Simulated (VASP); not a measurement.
Input of a VASP 6.6.1 run:

INCAR

```
PREC = Accurate
ENCUT = 520
EDIFF = 1E-6
ISMEAR = -1
SIGMA = 0.05
LREAL = F
LASPH = T
NELM = 100
ALGO = Normal
ISIF = 2
LWAVE = F
LCHARG = F
GGA = PS
NBANDS = 11
```

KPOINTS

```
regular mesh
0
Gamma
  18 18 18
```

POSCAR

```
Pd
1.0
    0.0000000000      1.9318465866      1.9318465866
    1.9318465866      0.0000000000      1.9318465866
    1.9318465866      1.9318465866      0.0000000000
Pd
1
Direct
    0.0000000000      0.0000000000      0.0000000000
```

Potentials or basis: VASP PAW PBE potentials, release 64 (Pd).

Launch:

```bash
$ cat potpaw_PBE.64/Pd/POTCAR > POTCAR
$ mpirun -np 1 vasp_std > vasp.out
```

(1) Predict the pressure.

(2) Predict the band gap on the k mesh.

Answers

(1) 1.5 GPa.

(2) zero (band 5 reaches 10.32 eV, above the bottom of band 6 at 8.67 eV).

Caveat: the PAW data sets were made with another functional, which shifts forces and pressure a little.
